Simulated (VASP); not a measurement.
# In (P6_3/mmc) in VASP: notebook

The runs below take In through single point, relaxation of cell and atoms, with PBEsol.

Everything below comes from runs of VASP 6.6.1. Logs are shortened: lines on timing, memory, paths and dates and some standing lists are left out, and cuts for length are marked.

## Step 1: The cell of the first run

Symmetry: P6_3/mmc, No. 194, hexagonal system. Conventional cell: a = 3.310 Å, b = 3.310 Å, c = 5.419 Å, α = 90.00°, β = 90.00°, γ = 120.00°. In (site symmetry -6m2) has 12 In at 3.31 to 3.32 Å within 4.4 Å.

## Step 2: Single point, PBEsol

Input file INCAR:

```
SYSTEM = In
  PREC = Accurate
  ENCUT = 520
  EDIFF = 1E-6
  ISMEAR = 0
  SIGMA = 0.1
  LREAL = .FALSE.
  LASPH = .TRUE.
  NELM = 100
  ALGO = Normal
  ISIF = 2
  LWAVE = .FALSE.
  LCHARG = .FALSE.
  GGA = PS
  NBANDS = 20
```

Input file KPOINTS:

```
Automatic mesh
0
G
  12 12 8
  0 0 0
```

Input file POSCAR:

```
In
1.0
    3.3098476072      0.0000000000      0.0000000000
   -1.6549238036      2.8664121104      0.0000000000
    0.0000000000      0.0000000000      5.4185641562
In
2
Direct
    0.3333333333      0.6666666667      0.2500000000
    0.6666666667      0.3333333333      0.7500000000
```

Potentials or basis: VASP PAW PBE potentials, release 64 (In_d).

Launch:

```bash
$ cat potpaw_PBE.64/In_d/POTCAR > POTCAR
$ mpirun -np 1 vasp_std > vasp.out
```

OUTCAR:

```text
SYSTEM = In
   PREC = Accurate
   ENCUT = 520
   EDIFF = 1E-6
   ISMEAR = 0
   LREAL = .FALSE.
   LASPH = .TRUE.
   NELM = 100
   ISIF = 2
   GGA = PS

 ion  position               nearest neighbor table
   1  0.333  0.667  0.250-   2 3.32   2 3.32   2 3.32   2 3.32   2 3.32   2 3.32
   2  0.667  0.333  0.750-   1 3.32   1 3.32   1 3.32   1 3.32   1 3.32   1 3.32

  LATTYP: Found a hexagonal cell.
 ALAT       =     3.3098476072
 C/A-ratio  =     1.6371038184

  Lattice vectors:

 A1 = (   3.3098476072,   0.0000000000,   0.0000000000)
 A2 = (  -1.6549238036,   2.8664121104,   0.0000000000)
 A3 = (   0.0000000000,   0.0000000000,   5.4185641562)

Analysis of symmetry for initial positions (statically):
=====================================================================
 Subroutine PRICEL returns:
 Original cell was already a primitive cell.

 Routine SETGRP: Setting up the symmetry group for a
 hexagonal supercell.

 Subroutine GETGRP returns: Found 24 space group operations
 (whereof 12 operations were pure point group operations)
 out of a pool of 24 trial point group operations.

The static configuration has the point symmetry D_3d.
 The point group associated with its full space group is D_6h.

Analysis of symmetry for dynamics (positions and initial velocities):
=====================================================================
 Subroutine PRICEL returns:
 Original cell was already a primitive cell.

 Routine SETGRP: Setting up the symmetry group for a
 hexagonal supercell.

 Subroutine GETGRP returns: Found 24 space group operations
 (whereof 12 operations were pure point group operations)
 out of a pool of 24 trial point group operations.

The dynamic configuration has the point symmetry D_3d.
 The point group associated with its full space group is D_6h.

 Subroutine INISYM returns: Found 24 space group operations
 (whereof 12 operations are pure point group operations),
 and found     1 'primitive' translations

----------------------------------------------------------------------------------------

                                     Primitive cell

  volume of cell :      51.4080

  direct lattice vectors                    reciprocal lattice vectors
     3.309847607  0.000000000  0.000000000     0.302128714  0.174434094  0.000000000
    -1.654923804  2.866412110  0.000000000     0.000000000  0.348868188  0.000000000
     0.000000000  0.000000000  5.418564156     0.000000000  0.000000000  0.184550735

  length of vectors
     3.309847607  3.309847607  5.418564156     0.348868188  0.348868188  0.184550735

  position of ions in fractional coordinates (direct lattice)
     0.333333333  0.666666667  0.250000000
     0.666666667  0.333333333  0.750000000

  ion indices of the primitive-cell ions
   primitive index   ion index
                 1           1
                 2           2

----------------------------------------------------------------------------------------

 KPOINTS: Automatic mesh

Automatic generation of k-mesh.
 Grid dimensions read from file:
 generate k-points for:   12   12    8

 Generating k-lattice:

  Cartesian coordinates                     Fractional coordinates (reciprocal lattice)
     0.025177393  0.014536175  0.000000000     0.083333333  0.000000000  0.000000000
     0.000000000  0.029072349  0.000000000     0.000000000  0.083333333  0.000000000
     0.000000000  0.000000000  0.023068842     0.000000000  0.000000000  0.125000000

  Length of vectors
     0.029072349  0.029072349  0.023068842

  Shift w.r.t. Gamma in fractional coordinates (k-lattice)
     0.000000000  0.000000000  0.000000000

 Subroutine IBZKPT returns following result:
 ===========================================

 Found     95 irreducible k-points:

 Following reciprocal coordinates:
            Coordinates               Weight
  0.000000  0.000000  0.000000      1.000000
  0.083333 -0.000000  0.000000      6.000000
  0.166667 -0.000000  0.000000      6.000000
  0.250000 -0.000000  0.000000      6.000000
  0.333333  0.000000  0.000000      6.000000
  0.416667 -0.000000  0.000000      6.000000
[... 16 lines left out ...]
  0.250000 -0.000000  0.125000     12.000000
  0.333333  0.000000  0.125000     12.000000
 [... further k-points ...]
   k-points           NKPTS =     95   k-points in BZ     NKDIM =     95   number of bands    NBANDS=     20
   number of dos      NEDOS =    301   number of ions     NIONS =      2
   total plane-waves  NPLWV =  31360
   dimension x,y,z NGX =    28 NGY =   28 NGZ =   40
   dimension x,y,z NGXF=    56 NGYF=   56 NGZF=   80
   ions per type =               2
   NGX,Y,Z   is equivalent  to a cutoff of  14.06, 14.06, 12.27 a.u.
   NGXF,Y,Z  is equivalent  to a cutoff of  28.13, 28.13, 24.54 a.u.
 SYSTEM =  In
   PREC   = accura    normal or accurate (medium, high low for compatibility)
   ISTART =      0    job   : 0-new  1-cont  2-samecut
   ICHARG =      2    charge: 1-file 2-atom 10-const
   ISPIN  =      1    spin polarized calculation?
   LNONCOLLINEAR =      F non collinear calculations
   LSORBIT =      F    spin-orbit coupling
   LASPH  =      T    aspherical Exc in radial PAW
   ENCUT  =  520.0 eV  38.22 Ry    6.18 a.u.   6.15  6.15 10.07*2*pi/ulx,y,z
   NELM   =    100;   NELMIN=  2; NELMDL= -5     # of ELM steps
   EDIFF  = 0.1E-05   stopping-criterion for ELM
   LREAL  =      F    real-space projection
   EDIFFG = 0.1E-04   stopping-criterion for IOM
   NSW    =      0    number of steps for IOM
   IBRION =     -1    ionic relax: 0-MD 1-quasi-New 2-CG
   NFREE  =      0    steps in history (QN), initial steepest desc. (CG)
   ISIF   =      2    stress and relaxation
   ISYM   =      2    0-nonsym 1-usesym 2-fastsym
   POTIM  = 0.5000    time-step for ionic-motion
   TEBEG  =    0.0;   TEEND  =   0.0 temperature during run
   PSTRESS=    0.0 pullay stress
   NELECT =      26.0000    total number of electrons
   NUPDOWN=      -1.0000    fix difference up-down
   EMIN   =  10.00;   EMAX   =-10.00  energy-range for DOS
   EFERMI =   0.00;   METHOD = LEGACY
   ISMEAR =     0;   SIGMA  =   0.10  broadening in eV -4-tet -1-fermi 0-gaus
   EFERMI_NEDOS =   21; number of points for ismear=-14 and -15
   IALGO  =     38    algorithm
   IMIX   =      4    mixing-type and parameters
     AMIX     =   0.40;   BMIX     =  1.00
     AMIX_MAG =   1.60;   BMIX_MAG =  1.00
  volume/ion in A,a.u.               =      25.70       173.46
  Fermi-wavevector in a.u.,A,eV,Ry     =   1.304335  2.464835 23.147437  1.701289
  Thomas-Fermi vector in A             =   2.435277
   LORBIT       =      0    0 simple, 1 ext, 2 COOP (PROOUT), +10 PAW based schemes
   GGA     = PS    functional components
   LHFCALC =     F    Hartree Fock is set to
   AEXX    =    0.0000 exact exchange contribution
   IVDW    =     0    specifies the selected vdW correction
   LEPSILON=     F    determine dielectric tensor
   LRPA    =     F    only Hartree local field effects (RPA)
 non-spin polarized calculation
 Gauss-broadening in eV      SIGMA  =   0.10
  energy-cutoff  :      520.00
  volume of cell :       51.41
 maximum number of plane-waves:      1404
 NGX is ok and might be reduce to    28
   NGX = 13   NGY = 13   NGZ = 21

 number of electron      25.9999991 magnetization

 Free energy of the ion-electron system (eV)
  ---------------------------------------------------
  ext. energy  EPLUGINS =         0.00000000
  ---------------------------------------------------
  free energy    TOTEN  =        -5.95284954 eV

  energy without entropy =       -5.94884109  energy(sigma->0) =       -5.95084531

 E-fermi :   7.5192     XC(G=0): -10.4903

 val. band max:        7.4904574499   @ k =   0.3333   0.3333   0.2500
 cond. band min:       7.5358667275   @ k =   0.2500   0.1667   0.2500
 fundamental gap:      0.0454092775
 Fermi energy:         7.5191669093

 k-point     1 :       0.0000    0.0000    0.0000
  band No.  band energies     occupation
      1      -7.0799      2.00000
      2      -7.0060      2.00000
      3      -6.9729      2.00000
      4      -6.9729      2.00000
      5      -6.9421      2.00000
      6      -6.9421      2.00000
[... 12 lines left out ...]
     19      18.4666      0.00000
     20      19.0267      0.00000

 k-point     2 :       0.0833   -0.0000    0.0000
  band No.  band energies     occupation
      1      -7.0703      2.00000
      2      -7.0121      2.00000
      3      -6.9597      2.00000
      4      -6.9519      2.00000
      5      -6.9407      2.00000
      6      -6.9223      2.00000
[... 12 lines left out ...]
     19      18.9666      0.00000
     20      19.6024      0.00000

 k-point     3 :       0.1667   -0.0000    0.0000
  band No.  band energies     occupation
      1      -7.0799      2.00000
      2      -6.9987      2.00000
      3      -6.9555      2.00000
      4      -6.9248      2.00000
      5      -6.9096      2.00000
      6      -6.9017      2.00000
[... 12 lines left out ...]
     19      18.3849      0.00000
     20      19.4146      0.00000

 k-point     4 :       0.2500   -0.0000    0.0000
  band No.  band energies     occupation
      1      -7.1223      2.00000
      2      -6.9896      2.00000
      3      -6.9778      2.00000
      4      -6.9373      2.00000
      5      -6.9336      2.00000
      6      -6.8305      2.00000
[... 12 lines left out ...]
     19      17.5582      0.00000
     20      18.9981      0.00000

 k-point     5 :       0.3333    0.0000    0.0000
  band No.  band energies     occupation
      1      -7.1669      2.00000
      2      -7.0364      2.00000
      3      -7.0110      2.00000
      4      -6.9631      2.00000
      5      -6.8860      2.00000
      6      -6.8260      2.00000
[... 12 lines left out ...]
     19      16.7721      0.00000
     20      18.3591      0.00000
[... 353 lines left out ...]
      6      -6.9272      2.00000
[... 12 lines left out ...]
     19      18.4590      0.00000
     20      19.4306      0.00000

 k-point    22 :       0.1667   -0.0000    0.1250
  band No.  band energies     occupation
      1      -7.0773      2.00000
      2      -6.9982      2.00000
      3      -6.9705      2.00000
      4      -6.9378      2.00000
      5      -6.9248      2.00000
      6      -6.8733      2.00000
[... 12 lines left out ...]
     19      17.9795      0.00000
     20      19.2148      0.00000

 k-point    23 :       0.2500   -0.0000    0.1250
  band No.  band energies     occupation
      1      -7.1184      2.00000
      2      -7.0024      2.00000
      3      -6.9899      2.00000
      4      -6.9318      2.00000
      5      -6.9168      2.00000
      6      -6.8411      2.00000
[... 12 lines left out ...]
     19      17.1363      0.00000
     20      18.5550      0.00000

 k-point    24 :       0.3333    0.0000    0.1250
  band No.  band energies     occupation
      1      -7.1614      2.00000
      2      -7.0510      2.00000
      3      -7.0127      2.00000
      4      -6.9533      2.00000
      5      -6.8772      2.00000
      6      -6.8484      2.00000
[... 12 lines left out ...]
     19      16.3758      0.00000
     20      18.0142      0.00000

 [... further k-points ...]
[... 5 lines left out ...]
  --------------------------------------------------------------------------------------
  -------------------------------------------------------------------------------------
  Total       -0.0087340     -0.0087340     -0.0229785      0.0000000     -0.0000000      0.0000000
  in kB       -0.2722045     -0.2722045     -0.7161461      0.0000000     -0.0000000      0.0000000
  external PRESSURE =      -0.4201850 kB  Pullay stress =       0.0000000 kB

 VOLUME and BASIS-vectors are now :
 -----------------------------------------------------------------------------
  energy-cutoff  :      520.00
  volume of cell :       51.41
      direct lattice vectors                 reciprocal lattice vectors
     3.309847607  0.000000000  0.000000000     0.302128714  0.174434094  0.000000000
    -1.654923804  2.866412110  0.000000000     0.000000000  0.348868188  0.000000000
     0.000000000  0.000000000  5.418564156     0.000000000  0.000000000  0.184550735

 POSITION                                       TOTAL-FORCE (eV/Angst)
 -----------------------------------------------------------------------------------
     -0.00000      1.91094      1.35464         0.000000     -0.000000     -0.000000
      1.65492      0.95547      4.06392        -0.000000      0.000000      0.000000
 -----------------------------------------------------------------------------------
    total drift:                               -0.000000      0.000000      0.000000

  FREE ENERGIE OF THE ION-ELECTRON SYSTEM (eV)
  ---------------------------------------------------
  free  energy   TOTEN  =        -5.9528495433 eV

  energy  without entropy=       -5.9488410852  energy(sigma->0) =       -5.95084531
```

Run time: 30 s. Hardware: 1 thread of Intel Xeon 6975P-C (Granite Rapids), shared host; peak memory 0.23 GiB.

Results:

* Free energy: -5.9528 eV
* Pressure: 0.0 GPa
* Band gap on the k mesh: zero (band 13 reaches 11.25 eV, above the bottom of band 14 at 4.83 eV)

Caveat: the PAW data sets were made with another functional, which shifts forces and pressure a little; spin-orbit coupling is left out, which moves the levels of the heavy elements.

(Part 1 of 2 ends here.)
